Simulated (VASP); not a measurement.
# Zr (P6_3/mmc) in VASP: a series of runs

The runs below take Zr through single point, with RPBE+D4, BLYP.

All numbers are computed with VASP 6.6.1; they aren't measurements. Logs are shortened: lines on timing, memory, paths and dates and some standing lists are left out, and cuts for length are marked.

## Step 1: The cell of the first run

The structure is hexagonal, space group P6_3/mmc (No. 194). Conventional cell: a = 3.210 Å, b = 3.210 Å, c = 5.112 Å, α = 90.00°, β = 90.00°, γ = 120.00°. Within 4.2 Å of Zr (site symmetry -6m2) lie 12 Zr at 3.16 to 3.21 Å.

## Step 2: Single point, RPBE+D4

The input, INCAR:

```
PREC     = Accurate       # precision mode
ENCUT    = 500            # plane-wave cutoff, eV
EDIFF    = 1E-6           # SCF threshold, eV
ISMEAR   = -1             # smearing method
SIGMA    = 0.05           # smearing width, eV
LREAL    = False          # projectors in reciprocal space
LASPH    = True           # aspherical terms in the spheres
NELM     = 120            # most SCF steps
ALGO     = Normal         # electronic algorithm
ISIF     = 2              # what is computed and relaxed
LWAVE    = False          # write WAVECAR
LCHARG   = False          # write CHGCAR
GGA      = RP             # functional
IVDW     = 13             # dispersion correction
NBANDS   = 19             # bands
GGA_COMPAT= False
```

The input, KPOINTS:

```
Automatic mesh
0
Gamma
  9 9 5
```

The input, POSCAR:

```
Zr
1.0
    3.2103080712      0.0000000000      0.0000000000
   -1.6051540356      2.7802083436      0.0000000000
    0.0000000000      0.0000000000      5.1124553350
Zr
2
Direct
    0.6666666667      0.3333333333      0.7500000000
    0.3333333333      0.6666666667      0.2500000000
```

Potentials or basis: VASP PAW PBE potentials, release 64 (Zr_sv).

The run is started by

```bash
> cat potpaw_PBE.64/Zr_sv/POTCAR > POTCAR
> mpirun -np 1 vasp_std > vasp.out
```

OUTCAR:

```text
PREC = Accurate
   ENCUT = 500
   EDIFF = 1E-6
   ISMEAR = -1
   LREAL = False
   LASPH = True
   NELM = 120
   ISIF = 2
   GGA = RP
   IVDW = 13

 ion  position               nearest neighbor table
   1  0.667  0.333  0.750-   2 3.16   2 3.16   2 3.16   2 3.16   2 3.16   2 3.16
   2  0.333  0.667  0.250-   1 3.16   1 3.16   1 3.16   1 3.16   1 3.16   1 3.16

  LATTYP: Found a hexagonal cell.
 ALAT       =     3.2103080712
 C/A-ratio  =     1.5925123763

  Lattice vectors:

 A1 = (   3.2103080712,   0.0000000000,   0.0000000000)
 A2 = (  -1.6051540356,   2.7802083436,   0.0000000000)
 A3 = (   0.0000000000,   0.0000000000,   5.1124553350)

Analysis of symmetry for initial positions (statically):
=====================================================================
 Subroutine PRICEL returns:
 Original cell was already a primitive cell.

 Routine SETGRP: Setting up the symmetry group for a
 hexagonal supercell.

 Subroutine GETGRP returns: Found 24 space group operations
 (whereof 12 operations were pure point group operations)
 out of a pool of 24 trial point group operations.

The static configuration has the point symmetry D_3d.
 The point group associated with its full space group is D_6h.

Analysis of symmetry for dynamics (positions and initial velocities):
=====================================================================
 Subroutine PRICEL returns:
 Original cell was already a primitive cell.

 Routine SETGRP: Setting up the symmetry group for a
 hexagonal supercell.

 Subroutine GETGRP returns: Found 24 space group operations
 (whereof 12 operations were pure point group operations)
 out of a pool of 24 trial point group operations.

The dynamic configuration has the point symmetry D_3d.
 The point group associated with its full space group is D_6h.

 Subroutine INISYM returns: Found 24 space group operations
 (whereof 12 operations are pure point group operations),
 and found     1 'primitive' translations

----------------------------------------------------------------------------------------

                                     Primitive cell

  volume of cell :      45.6303

  direct lattice vectors                    reciprocal lattice vectors
     3.210308071  0.000000000  0.000000000     0.311496585  0.179842637  0.000000000
    -1.605154036  2.780208344  0.000000000     0.000000000  0.359685274  0.000000000
     0.000000000  0.000000000  5.112455335     0.000000000  0.000000000  0.195600731

  length of vectors
     3.210308071  3.210308071  5.112455335     0.359685274  0.359685274  0.195600731

  position of ions in fractional coordinates (direct lattice)
     0.666666667  0.333333333  0.750000000
     0.333333333  0.666666667  0.250000000

  ion indices of the primitive-cell ions
   primitive index   ion index
                 1           1
                 2           2

----------------------------------------------------------------------------------------

 KPOINTS: Automatic mesh

Automatic generation of k-mesh.
 Grid dimensions read from file:
 generate k-points for:    9    9    5

 Generating k-lattice:

  Cartesian coordinates                     Fractional coordinates (reciprocal lattice)
     0.034610732  0.019982515  0.000000000     0.111111111  0.000000000  0.000000000
     0.000000000  0.039965030  0.000000000     0.000000000  0.111111111  0.000000000
     0.000000000  0.000000000  0.039120146     0.000000000  0.000000000  0.200000000

  Length of vectors
     0.039965030  0.039965030  0.039120146

  Shift w.r.t. Gamma in fractional coordinates (k-lattice)
     0.000000000  0.000000000  0.000000000

 Subroutine IBZKPT returns following result:
 ===========================================

 Found     36 irreducible k-points:

 Following reciprocal coordinates:
            Coordinates               Weight
  0.000000  0.000000  0.000000      1.000000
  0.111111 -0.000000  0.000000      6.000000
  0.222222 -0.000000  0.000000      6.000000
  0.333333  0.000000  0.000000      6.000000
  0.444444 -0.000000  0.000000      6.000000
  0.111111  0.111111  0.000000      6.000000
[... 16 lines left out ...]
  0.333333  0.222222  0.200000     24.000000
  0.333333  0.333333  0.200000      4.000000
 [... further k-points ...]
   k-points           NKPTS =     36   k-points in BZ     NKDIM =     36   number of bands    NBANDS=     19
   number of dos      NEDOS =    301   number of ions     NIONS =      2
   total plane-waves  NPLWV =  23040
   dimension x,y,z NGX =    24 NGY =   24 NGZ =   40
   dimension x,y,z NGXF=    48 NGYF=   48 NGZF=   80
   ions per type =               2
   NGX,Y,Z   is equivalent  to a cutoff of  12.43, 12.43, 13.01 a.u.
   NGXF,Y,Z  is equivalent  to a cutoff of  24.86, 24.86, 26.01 a.u.
 SYSTEM =  unknown system
   PREC   = accura    normal or accurate (medium, high low for compatibility)
   ISTART =      0    job   : 0-new  1-cont  2-samecut
   ICHARG =      2    charge: 1-file 2-atom 10-const
[... 45 lines left out ...]

 Free energy of the ion-electron system (eV)
  ---------------------------------------------------
  ext. energy  EPLUGINS =         0.00000000
  ---------------------------------------------------
  free energy    TOTEN  =       -16.17366338 eV

  energy without entropy =      -16.15739572  energy(sigma->0) =      -16.16552955

 E-fermi :   9.3225     XC(G=0): -11.1005

 val. band max:        9.3056598622   @ k =   0.3333   0.3333   0.4000
 cond. band min:       9.3317049744   @ k =   0.1111  -0.0000   0.4000
 fundamental gap:      0.0260451123
 Fermi energy:         9.3224505958

 k-point     1 :       0.0000    0.0000    0.0000
  band No.  band energies     occupation
      1     -39.5250      2.00000
      2     -39.3575      2.00000
      3     -18.0810      2.00000
      4     -17.1594      2.00000
      5     -17.1594      2.00000
      6     -17.0127      2.00000
[... 11 lines left out ...]
     18      11.4907      0.00000
     19      13.8348      0.00000

 k-point     2 :       0.1111   -0.0000    0.0000
  band No.  band energies     occupation
      1     -39.5100      2.00000
      2     -39.3514      2.00000
      3     -18.0414      2.00000
      4     -17.2463      2.00000
      5     -17.1877      2.00000
      6     -17.0997      2.00000
[... 11 lines left out ...]
     18      11.2013      0.00000
     19      14.0468      0.00000

 k-point     3 :       0.2222   -0.0000    0.0000
  band No.  band energies     occupation
      1     -39.4707      2.00000
      2     -39.3372      2.00000
      3     -17.9321      2.00000
      4     -17.4661      2.00000
      5     -17.3168      2.00000
      6     -17.2556      2.00000
[... 11 lines left out ...]
     18      12.0619      0.00000
     19      14.3964      0.00000

 k-point     4 :       0.3333    0.0000    0.0000
  band No.  band energies     occupation
      1     -39.4216      2.00000
      2     -39.3249      2.00000
      3     -17.7814      2.00000
      4     -17.7142      2.00000
      5     -17.5487      2.00000
      6     -17.3284      2.00000
[... 11 lines left out ...]
     18      13.2928      0.00000
     19      14.6271      0.00000

 k-point     5 :       0.4444   -0.0000    0.0000
  band No.  band energies     occupation
      1     -39.3838      2.00000
      2     -39.3225      2.00000
      3     -17.8742      2.00000
      4     -17.6932      2.00000
      5     -17.6464      2.00000
      6     -17.3741      2.00000
[... 11 lines left out ...]
     18      14.6650      0.00000
     19      14.7224      0.00000
[... 334 lines left out ...]
      2     -39.3283      2.00000
      3     -17.9286      2.00000
      4     -17.7739      2.00000
      5     -17.5192      2.00000
      6     -17.3770      2.00000
[... 11 lines left out ...]
     18      14.5223      0.00000
     19      15.3574      0.00000

 k-point    22 :       0.2222    0.2222    0.2000
  band No.  band energies     occupation
      1     -39.3902      2.00000
      2     -39.3293      2.00000
      3     -17.8101      2.00000
      4     -17.7195      2.00000
      5     -17.4861      2.00000
      6     -17.4308      2.00000
[... 11 lines left out ...]
     18      14.0597      0.00000
     19      14.9954      0.00000

 k-point    23 :       0.3333    0.2222    0.2000
  band No.  band energies     occupation
      1     -39.3596      2.00000
      2     -39.3289      2.00000
      3     -17.8341      2.00000
      4     -17.7401      2.00000
      5     -17.5736      2.00000
      6     -17.4118      2.00000
[... 11 lines left out ...]
     18      14.4739      0.00000
     19      15.9321      0.00000

 k-point    24 :       0.3333    0.3333    0.2000
  band No.  band energies     occupation
      1     -39.3389      2.00000
      2     -39.3389      2.00000
      3     -17.7243      2.00000
      4     -17.7156      2.00000
      5     -17.7156      2.00000
      6     -17.4478      2.00000
[... 11 lines left out ...]
     18      13.7973      0.00000
     19      16.2003      0.00000

 [... further k-points ...]

------------------------ aborting loop because EDIFF is reached ----------------------------------------

  DFT-D4 for vdW energy calculation

  Edisp (eV):   -0.68939

  FORCE on cell =-STRESS in cart. coord.  units (eV):
  Direction    XX          YY          ZZ          XY          YZ          ZX
  --------------------------------------------------------------------------------------
  -------------------------------------------------------------------------------------
  Total       0.57968     0.57968     0.87633     0.00000     0.00000     0.00000
  in kB      20.35378    20.35378    30.76966     0.00000     0.00000     0.00000
  external pressure =       23.83 kB  Pullay stress =        0.00 kB

 VOLUME and BASIS-vectors are now :
 -----------------------------------------------------------------------------
  energy-cutoff  :      500.00
  volume of cell :       45.63
      direct lattice vectors                 reciprocal lattice vectors
     3.210308071  0.000000000  0.000000000     0.311496585  0.179842637  0.000000000
    -1.605154036  2.780208344  0.000000000     0.000000000  0.359685274  0.000000000
     0.000000000  0.000000000  5.112455335     0.000000000  0.000000000  0.195600731

 POSITION                                       TOTAL-FORCE (eV/Angst)
 -----------------------------------------------------------------------------------
      1.60515      0.92674      3.83434         0.000000      0.000000      0.000000
     -0.00000      1.85347      1.27811        -0.000000     -0.000000      0.000000
 -----------------------------------------------------------------------------------
    total drift:                               -0.000000      0.000000     -0.000000

  FREE ENERGIE OF THE ION-ELECTRON SYSTEM (eV)
  ---------------------------------------------------
  free  energy   TOTEN  =       -16.8630555310 eV

  energy  without entropy=      -16.8467878668  energy(sigma->0) =      -16.85492170
```

It took 19 s on 1 thread of AMD EPYC 7R43 (Zen 3), shared host; peak memory 0.13 GiB.

Results:

- Free energy: -16.8631 eV
- Pressure: 2.4 GPa
- Band gap on the k mesh: zero (band 12 reaches 10.18 eV, above the bottom of band 13 at 9.05 eV)
- Dispersion energy per atom: -0.345 eV

Caveat: the PAW data sets were made with another functional, which shifts forces and pressure a little; pairwise dispersion overbinds metals, which lowers pressure and volume.

## Step 3: Single point, RPBE+D4

This run uses another cell than the first one, of 23.28 Å³/atom, 1.020 times its volume.

The input, INCAR:

```
SYSTEM = Zr
  PREC = Accurate
  ENCUT = 500
  EDIFF = 1E-6
  ISMEAR = -1
  SIGMA = 0.05
  LREAL = .FALSE.
  LASPH = .TRUE.
  NELM = 120
  ALGO = Normal
  ISIF = 2
  LWAVE = .FALSE.
  LCHARG = .FALSE.
  GGA = RP
  IVDW = 13
  NBANDS = 19
  GGA_COMPAT = .FALSE.
```

The input, KPOINTS:

```
Automatic mesh
0
G
  9 9 5
  0 0 0
```

The input, POSCAR:

```
Zr
1.0
    3.2320000000      0.0000000000      0.0000000000
   -1.6160000000      2.7989941050      0.0000000000
    0.0000000000      0.0000000000      5.1470000000
Zr
2
Direct
    0.6666666667      0.3333333333      0.7500000000
    0.3333333333      0.6666666667      0.2500000000
```

Potentials or basis: VASP PAW PBE potentials, release 64 (Zr_sv).

The run is started by

```bash
> cat potpaw_PBE.64/Zr_sv/POTCAR > POTCAR
> mpirun -np 1 vasp_std > vasp.out
```

Run time: 18 s. Hardware: 1 thread of AMD EPYC 7R43 (Zen 3), shared host; peak memory 0.13 GiB.

Results (log left out):

| Quantity | Value |
| --- | --- |
| Free energy | -16.8714 eV |
| Pressure | 0.4 GPa |
| Band gap on the k mesh | zero (band 12 reaches 9.95 eV, above the bottom of band 13 at 8.82 eV) |
| Dispersion energy per atom | -0.338 eV |

Stress tensor (GPa, compression positive):
```
0.14 0.00 0.00
0.00 0.14 0.00
0.00 0.00 1.00
```

Levels at points of the mesh, in eV from the Fermi level:
```csv
k point,band 8,band 9,band 10,band 11,band 12,band 13,band 14,band 15,band 16,band 17
"(0.00, 0.00, 0.00)",-26.40,-5.67,-3.04,0.86,0.86,1.00,1.14,1.55,1.55,2.13
```

Caveat: the PAW data sets were made with another functional, which shifts forces and pressure a little; pairwise dispersion overbinds metals, which lowers pressure and volume.

## Step 4: Single point, RPBE+D4

This run uses another cell than the first one, of 23.75 Å³/atom, 1.041 times its volume.

The input, INCAR:

```
  PREC = Accurate
  ENCUT = 500
  EDIFF = 1E-6
  ISMEAR = -1
  SIGMA = 0.05
  LREAL = False
  LASPH = True
  NELM = 120
  ALGO = Normal
  ISIF = 2
  LWAVE = False
  LCHARG = False
  GGA = RP
  IVDW = 13
  NBANDS = 19
  GGA_COMPAT = False
```

The input, KPOINTS:

```
Automatic mesh
0
Gamma
  9 9 5
```

The input, POSCAR:

```
Zr
1.0
    3.2534045973      0.0000000000      0.0000000000
   -1.6267022986      2.8175310300      0.0000000000
    0.0000000000      0.0000000000      5.1810870861
Zr
2
Direct
    0.6666666667      0.3333333333      0.7500000000
    0.3333333333      0.6666666667      0.2500000000
```

The run is started by

```bash
> cat potpaw_PBE.64/Zr_sv/POTCAR > POTCAR
> mpirun -np 1 vasp_std > vasp.out
```

Wall time 20 s (1 thread of AMD EPYC 7R43 (Zen 3), shared host); peak memory 0.13 GiB.

The run converged. Its results:

- Free energy: -16.8689 eV
- Pressure: -1.4 GPa
- Band gap on the k mesh: zero (band 12 reaches 9.73 eV, above the bottom of band 13 at 8.60 eV)
- Dispersion energy per atom: -0.331 eV

Stress tensor (GPa, compression positive):
```
-1.61  0.00  0.00
 0.00 -1.61  0.00
 0.00  0.00 -0.92
```

Levels at points of the mesh, in eV from the Fermi level:
```csv
k point,band 8,band 9,band 10,band 11,band 12,band 13,band 14,band 15,band 16,band 17
"(0.00, 0.00, 0.00)",-26.47,-5.63,-2.99,0.85,0.85,1.00,1.06,1.53,1.53,2.09
```

Caveat: the PAW data sets were made with another functional, which shifts forces and pressure a little; pairwise dispersion overbinds metals, which lowers pressure and volume.

## Step 5: Single point, RPBE+D4

This run uses another cell than the first one, of 24.21 Å³/atom, 1.061 times its volume.

The input, INCAR:

```
SYSTEM = Zr
  ALGO = Normal
  EDIFF = 1E-6
  ENCUT = 500
  GGA = RP
  GGA_COMPAT = .False.
  ISIF = 2
  ISMEAR = -1
  IVDW = 13
  LASPH = .True.
  LCHARG = .False.
  LREAL = .False.
  LWAVE = .False.
  NBANDS = 19
  NELM = 120
  PREC = Accurate
  SIGMA = 0.05
```

The input, KPOINTS:

```
k-points
0
Gamma
  9 9 5
  0 0 0
```

The input, POSCAR:

```
Zr
1.0
    3.2745311931      0.0000000000      0.0000000000
   -1.6372655966      2.8358271987      0.0000000000
    0.0000000000      0.0000000000      5.2147314515
Zr
2
Direct
    0.6666666667      0.3333333333      0.7500000000
    0.3333333333      0.6666666667      0.2500000000
```

The run is started by

```bash
> cat potpaw_PBE.64/Zr_sv/POTCAR > POTCAR
> mpirun -np 1 vasp_std > vasp.out
```

It took 20 s on 1 thread of AMD EPYC 7R43 (Zen 3), shared host; peak memory 0.13 GiB.

Results (log left out):

| Property | Result |
| --- | --- |
| Free energy | -16.8563 eV |
| Pressure | -3.0 GPa |
| Band gap on the k mesh | zero (band 12 reaches 9.52 eV, above the bottom of band 13 at 8.38 eV) |
| Dispersion energy per atom | -0.325 eV |

Stress tensor (GPa, compression positive):
```
-3.22  0.00  0.00
 0.00 -3.22  0.00
 0.00  0.00 -2.69
```

Levels at points of the mesh, in eV from the Fermi level:
| k point | band 10 | band 11 | band 12 | band 13 | band 14 | band 15 |
| --- | --- | --- | --- | --- | --- | --- |
| (0.00, 0.00, 0.00) | -2.94 | 0.85 | 0.85 | 0.99 | 0.99 | 1.50 |

Caveat: the PAW data sets were made with another functional, which shifts forces and pressure a little; pairwise dispersion overbinds metals, which lowers pressure and volume.

## Step 6: Single point, BLYP

This run uses another cell than the first one, of 24.16 Å³/atom, 1.059 times its volume.

The input, INCAR:

```
SYSTEM = Zr
PREC = Accurate ; ENCUT = 500
EDIFF = 1E-6 ; ISMEAR = -1
SIGMA = 0.05 ; LREAL = .False.
LASPH = .True. ; NELM = 120
ALGO = Normal ; ISIF = 2
LWAVE = .False. ; LCHARG = .False.
GGA = B5 ; ALDAX = 1.0
AGGAX = 1.0 ; AGGAC = 1.0
ALDAC = 0.0 ; NBANDS = 19
GGA_COMPAT = .False.
```

The input, KPOINTS:

```
regular mesh
0
Gamma
  9 9 5
  0 0 0
```

The input, POSCAR:

```
Zr
1.0
    3.2633125932      0.0000000000      0.0000000000
   -1.6316562966      2.8261116062      0.0000000000
    0.0000000000      0.0000000000      5.2404356388
Zr
2
Direct
    0.6666666667      0.3333333333      0.7500000000
    0.3333333333      0.6666666667      0.2500000000
```

Potentials or basis: VASP PAW PBE potentials, release 64 (Zr_sv).

The run is started by

```bash
> cat potpaw_PBE.64/Zr_sv/POTCAR > POTCAR
> mpirun -np 1 vasp_std > vasp.out
```

Run time: 27 s. Hardware: 1 thread of AMD EPYC 7R43 (Zen 3), shared host; peak memory 0.13 GiB.

Results (log left out):

| Property | Result |
| --- | --- |
| Free energy | -14.6713 eV |
| Pressure | 0.1 GPa |
| Band gap on the k mesh | zero (band 12 reaches 9.89 eV, above the bottom of band 13 at 8.83 eV) |

Levels at points of the mesh, in eV from the Fermi level:
```tsv
k point	band 9	band 10	band 11	band 12	band 13	band 14	band 15	band 16
(0.00, 0.00, 0.00)	-5.44	-2.91	0.80	0.80	0.85	1.17	1.42	1.42
```

Caveat: the PAW data sets were made with another functional, which shifts forces and pressure a little.

## Step 7: Overview

| level | cell | gap on the mesh (eV) | pressure (GPa) |
| --- | --- | --- | --- |
| RPBE+D4 | a = 3.210, b = 3.210, c = 5.112 Å, angles 90.0, 90.0, 120.0°, 2 atoms | none | 2.4 |
| RPBE+D4 | a = 3.232, b = 3.232, c = 5.147 Å, angles 90.0, 90.0, 120.0°, 2 atoms | none | 0.4 |
| RPBE+D4 | a = 3.253, b = 3.253, c = 5.181 Å, angles 90.0, 90.0, 120.0°, 2 atoms | none | -1.4 |
| RPBE+D4 | a = 3.275, b = 3.275, c = 5.215 Å, angles 90.0, 90.0, 120.0°, 2 atoms | none | -3.0 |
| BLYP | a = 3.263, b = 3.263, c = 5.240 Å, angles 90.0, 90.0, 120.0°, 2 atoms | none | 0.1 |

Alike in all rows: task single point; potentials or basis VASP PAW PBE potentials, release 64 (Zr_sv); no spin polarisation; k mesh 9 × 9 × 5; cutoff (eV) 500; smearing fermi-dirac 0.05 eV.

Caveats: the PAW data sets were made with another functional, which shifts forces and pressure a little; pairwise dispersion overbinds metals, which lowers pressure and volume (some runs).

Total energies depend on the potentials used, so only differences within one code and one set of settings carry meaning.
